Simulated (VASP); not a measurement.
# Ba (Im-3m) in VASP: a series of runs

Ba is run at these levels: PBE; tasks: electric field gradients.

Program: VASP 6.6.1. These are calculated values, not measurements. Logs are shortened: lines on timing, memory, paths and dates and some standing lists are left out, and cuts for length are marked.

### 1 The cell of the first run

It takes space group Im-3m (No. 229, cubic). Conventional cell: a = 4.932 Å, b = 4.932 Å, c = 4.932 Å, α = 90.00°, β = 90.00°, γ = 90.00°. Within 5.6 Å of Ba (site symmetry m-3m) lie 14 Ba at 4.27 to 4.93 Å.

### 2 Electric field gradients, PBE (volume scaled by 0.96)

Contents of INCAR:

```
SYSTEM = Ba
PREC = Accurate
ENCUT = 520
EDIFF = 1E-8
ISMEAR = -1
SIGMA = 0.05
LREAL = .FALSE.
LASPH = .TRUE.
NELM = 60
ALGO = Normal
ISIF = 2
LWAVE = .FALSE.
LCHARG = .FALSE.
GGA = PE
LEFG = .TRUE.
NBANDS = 11
```

Contents of KPOINTS:

```
regular mesh
0
G
  10 10 10
  0 0 0
```

Contents of POSCAR:

```
Ba
1.0
   -2.4662120743      2.4662120743      2.4662120743
    2.4662120743     -2.4662120743      2.4662120743
    2.4662120743      2.4662120743     -2.4662120743
Ba
1
Direct
    0.0000000000      0.0000000000      0.0000000000
```

Potentials or basis: VASP PAW PBE potentials, release 64 (Ba_sv).

Run with:

```bash
$ cat potpaw_PBE.64/Ba_sv/POTCAR > POTCAR
$ mpirun -np 1 vasp_std > vasp.out
```

OUTCAR:

```text
SYSTEM = Ba
   PREC = Accurate
   ENCUT = 520
   EDIFF = 1E-8
   ISMEAR = -1
   LREAL = .FALSE.
   LASPH = .TRUE.
   NELM = 60
   ISIF = 2
   GGA = PE

 ion  position               nearest neighbor table
   1  0.000  0.000  0.000-

  LATTYP: Found a body centered cubic cell.
 ALAT       =     4.9324241486

  Lattice vectors:

 A1 = (  -2.4662120743,   2.4662120743,   2.4662120743)
 A2 = (   2.4662120743,  -2.4662120743,   2.4662120743)
 A3 = (   2.4662120743,   2.4662120743,  -2.4662120743)

Analysis of symmetry for initial positions (statically):
=====================================================================
 Subroutine PRICEL returns:
 Original cell was already a primitive cell.

 Routine SETGRP: Setting up the symmetry group for a
 body centered cubic supercell.

 Subroutine GETGRP returns: Found 48 space group operations
 (whereof 48 operations were pure point group operations)
 out of a pool of 48 trial point group operations.

The static configuration has the point symmetry O_h .

Analysis of symmetry for dynamics (positions and initial velocities):
=====================================================================
 Subroutine PRICEL returns:
 Original cell was already a primitive cell.

 Routine SETGRP: Setting up the symmetry group for a
 body centered cubic supercell.

 Subroutine GETGRP returns: Found 48 space group operations
 (whereof 48 operations were pure point group operations)
 out of a pool of 48 trial point group operations.

The dynamic configuration has the point symmetry O_h .

 Subroutine INISYM returns: Found 48 space group operations
 (whereof 48 operations are pure point group operations),
 and found     1 'primitive' translations

----------------------------------------------------------------------------------------

                                     Primitive cell

  volume of cell :      60.0000

  direct lattice vectors                    reciprocal lattice vectors
    -2.466212074  2.466212074  2.466212074     0.000000000  0.202740067  0.202740067
     2.466212074 -2.466212074  2.466212074     0.202740067  0.000000000  0.202740067
     2.466212074  2.466212074 -2.466212074     0.202740067  0.202740067  0.000000000

  length of vectors
     4.271604615  4.271604615  4.271604615     0.286717752  0.286717752  0.286717752

  position of ions in fractional coordinates (direct lattice)
     0.000000000  0.000000000  0.000000000

  ion indices of the primitive-cell ions
   primitive index   ion index
                 1           1

----------------------------------------------------------------------------------------

 KPOINTS: regular mesh

Automatic generation of k-mesh.
 Grid dimensions read from file:
 generate k-points for:   10   10   10

 Generating k-lattice:

  Cartesian coordinates                     Fractional coordinates (reciprocal lattice)
     0.000000000  0.020274007  0.020274007     0.100000000  0.000000000  0.000000000
     0.020274007  0.000000000  0.020274007     0.000000000  0.100000000  0.000000000
     0.020274007  0.020274007  0.000000000     0.000000000  0.000000000  0.100000000

  Length of vectors
     0.028671775  0.028671775  0.028671775

  Shift w.r.t. Gamma in fractional coordinates (k-lattice)
     0.000000000  0.000000000  0.000000000

 Subroutine IBZKPT returns following result:
 ===========================================

 Found     47 irreducible k-points:

 Following reciprocal coordinates:
            Coordinates               Weight
  0.000000  0.000000  0.000000      1.000000
  0.100000  0.000000  0.000000     12.000000
  0.200000  0.000000  0.000000     12.000000
  0.300000  0.000000  0.000000     12.000000
  0.400000  0.000000  0.000000     12.000000
  0.500000  0.000000  0.000000      6.000000
[... 16 lines left out ...]
  0.300000  0.300000  0.100000      8.000000
 -0.300000  0.300000  0.100000     24.000000
 [... further k-points ...]
   k-points           NKPTS =     47   k-points in BZ     NKDIM =     47   number of bands    NBANDS=     11
   number of dos      NEDOS =    301   number of ions     NIONS =      1
   total plane-waves  NPLWV =  32768
   dimension x,y,z NGX =    32 NGY =   32 NGZ =   32
   dimension x,y,z NGXF=    64 NGYF=   64 NGZF=   64
   ions per type =               1
   NGX,Y,Z   is equivalent  to a cutoff of  12.45, 12.45, 12.45 a.u.
   NGXF,Y,Z  is equivalent  to a cutoff of  24.91, 24.91, 24.91 a.u.
 SYSTEM =  Ba
   PREC   = accura    normal or accurate (medium, high low for compatibility)
   ISTART =      0    job   : 0-new  1-cont  2-samecut
   ICHARG =      2    charge: 1-file 2-atom 10-const
   ISPIN  =      1    spin polarized calculation?
   LNONCOLLINEAR =      F non collinear calculations
   LSORBIT =      F    spin-orbit coupling
   LASPH  =      T    aspherical Exc in radial PAW
   ENCUT  =  520.0 eV  38.22 Ry    6.18 a.u.   7.94  7.94  7.94*2*pi/ulx,y,z
   NELM   =     60;   NELMIN=  2; NELMDL= -5     # of ELM steps
   EDIFF  = 0.1E-07   stopping-criterion for ELM
   LREAL  =      F    real-space projection
   EDIFFG = 0.1E-06   stopping-criterion for IOM
   NSW    =      0    number of steps for IOM
   IBRION =     -1    ionic relax: 0-MD 1-quasi-New 2-CG
   NFREE  =      0    steps in history (QN), initial steepest desc. (CG)
   ISIF   =      2    stress and relaxation
   ISYM   =      2    0-nonsym 1-usesym 2-fastsym
   POTIM  = 0.5000    time-step for ionic-motion
   TEBEG  =    0.0;   TEEND  =   0.0 temperature during run
   PSTRESS=    0.0 pullay stress
   NELECT =      10.0000    total number of electrons
   NUPDOWN=      -1.0000    fix difference up-down
   EMIN   =  10.00;   EMAX   =-10.00  energy-range for DOS
   EFERMI =   0.00;   METHOD = LEGACY
   ISMEAR =    -1;   SIGMA  =   0.05  broadening in eV -4-tet -1-fermi 0-gaus
   EFERMI_NEDOS =   21; number of points for ismear=-14 and -15
   IALGO  =     38    algorithm
   IMIX   =      4    mixing-type and parameters
     AMIX     =   0.40;   BMIX     =  1.00
     AMIX_MAG =   1.60;   BMIX_MAG =  1.00
  volume/ion in A,a.u.               =      60.00       404.90
  Fermi-wavevector in a.u.,A,eV,Ry     =   0.900930  1.702511 11.043509  0.811675
  Thomas-Fermi vector in A             =   2.023948
   LORBIT       =      0    0 simple, 1 ext, 2 COOP (PROOUT), +10 PAW based schemes
   GGA     = PE    functional components
   LHFCALC =     F    Hartree Fock is set to
   AEXX    =    0.0000 exact exchange contribution
   IVDW    =     0    specifies the selected vdW correction
   LEPSILON=     F    determine dielectric tensor
   LRPA    =     F    only Hartree local field effects (RPA)
 non-spin polarized calculation
  energy-cutoff  :      520.00
  volume of cell :       60.00
 maximum number of plane-waves:      1638
   NGX = 15   NGY = 15   NGZ = 15

 number of electron      10.0000000 magnetization

 number of electron       9.9999999 magnetization

 Free energy of the ion-electron system (eV)
  ---------------------------------------------------
  ext. energy  EPLUGINS =         0.00000000
  ---------------------------------------------------
  free energy    TOTEN  =        -1.90601591 eV

  energy without entropy =       -1.89482193  energy(sigma->0) =       -1.90041892

 E-fermi :   1.7977     XC(G=0):  -7.5660

 val. band max:        1.7956474315   @ k =   0.3000   0.3000   0.0000
 cond. band min:       1.8216769263   @ k =  -0.4000  -0.4000   0.1000
 fundamental gap:      0.0260294948
 Fermi energy:         1.7976734041

 k-point     1 :       0.0000    0.0000    0.0000
  band No.  band energies     occupation
      1     -26.9916      2.00000
      2     -11.9112      2.00000
      3     -11.9112      2.00000
      4     -11.9112      2.00000
      5      -0.9613      2.00000
      6       3.6969      0.00000
      7       3.6969      0.00000
      8       3.6969      0.00000
      9       5.1644      0.00000
     10       5.1644      0.00000
     11       8.8894      0.00000

 k-point     2 :       0.1000    0.0000    0.0000
  band No.  band energies     occupation
      1     -26.9865      2.00000
      2     -11.9667      2.00000
      3     -11.9280      2.00000
      4     -11.9116      2.00000
      5      -0.7641      2.00000
      6       3.5371      0.00000
      7       3.6035      0.00000
      8       3.8989      0.00000
      9       4.9253      0.00000
     10       5.1514      0.00000
     11       9.1122      0.00000
[... 295 lines left out ...]
 k-point    24 :      -0.3000    0.3000    0.1000
  band No.  band energies     occupation
      1     -26.9523      2.00000
      2     -12.2653      2.00000
      3     -12.0433      2.00000
      4     -11.9542      2.00000
      5       0.5797      2.00000
      6       2.7778      0.00000
      7       3.0095      0.00000
      8       4.3892      0.00000
      9       5.3385      0.00000
     10       5.7273      0.00000
     11       8.7721      0.00000

 [... further k-points ...]

------------------------ aborting loop because EDIFF is reached ----------------------------------------

  FORCE on cell =-STRESS in cart. coord.  units (eV):
  Direction    XX          YY          ZZ          XY          YZ          ZX
  --------------------------------------------------------------------------------------
  -------------------------------------------------------------------------------------
  Total        0.2132493      0.2132493      0.2132493      0.0000000     -0.0000000      0.0000000
  in kB        5.6943870      5.6943870      5.6943870      0.0000000     -0.0000000      0.0000000
  external PRESSURE =       5.6943870 kB  Pullay stress =       0.0000000 kB

 VOLUME and BASIS-vectors are now :
 -----------------------------------------------------------------------------
  energy-cutoff  :      520.00
  volume of cell :       60.00
      direct lattice vectors                 reciprocal lattice vectors
    -2.466212074  2.466212074  2.466212074     0.000000000  0.202740067  0.202740067
     2.466212074 -2.466212074  2.466212074     0.202740067  0.000000000  0.202740067
     2.466212074  2.466212074 -2.466212074     0.202740067  0.202740067  0.000000000

 POSITION                                       TOTAL-FORCE (eV/Angst)
 -----------------------------------------------------------------------------------
      0.00000      0.00000      0.00000         0.000000     -0.000000      0.000000
 -----------------------------------------------------------------------------------
    total drift:                                0.000000      0.000000     -0.000000

  FREE ENERGIE OF THE ION-ELECTRON SYSTEM (eV)
  ---------------------------------------------------
  free  energy   TOTEN  =        -1.9060159060 eV

  energy  without entropy=       -1.8948219322  energy(sigma->0) =       -1.90041892

 Electric field gradients (V/A^2)
---------------------------------------------------------------------
 ion       V_xx      V_yy      V_zz      V_xy      V_xz      V_yz
---------------------------------------------------------------------
   1       0.000    -0.000    -0.000     0.000     0.000     0.000
---------------------------------------------------------------------

 Electric field gradients after diagonalization (V/A^2)
 (convention: |V_zz| > |V_xx| > |V_yy|)
----------------------------------------------------------------------
 ion       V_xx      V_yy      V_zz     asymmetry (V_yy - V_xx)/ V_zz
----------------------------------------------------------------------
   1      -0.000    -0.000     0.000       0.000
----------------------------------------------------------------------

           NMR quadrupolar parameters

 Cq : quadrupolar parameter    Cq=e*Q*V_zz/h
 eta: asymmetry parameters     (V_yy - V_xx)/ V_zz
 Q  : nuclear electric quadrupole moment in mb (millibarn)
----------------------------------------------------------------------
 ion       Cq(MHz)       eta       Q (mb)
----------------------------------------------------------------------
   1       0.000       0.000       1.000
----------------------------------------------------------------------
```

It took 23 s on 1 thread of Intel Xeon 6975P-C, shared host; peak memory 0.18 GiB.

What came out:

```yaml
Free_energy: -1.9060 eV
Pressure: 0.6 GPa
Band_gap_on_the_k_mesh: zero (band 5 reaches 2.17 eV, above the bottom of band 6 at 1.20 eV)
```

Caveat: without QUAD_EFG the Cq values of the log hold for a quadrupole moment of 1 mb, not for the nuclei; spin-orbit coupling is left out, which moves the levels of the heavy elements.

(Continued in part 2 of 2.)
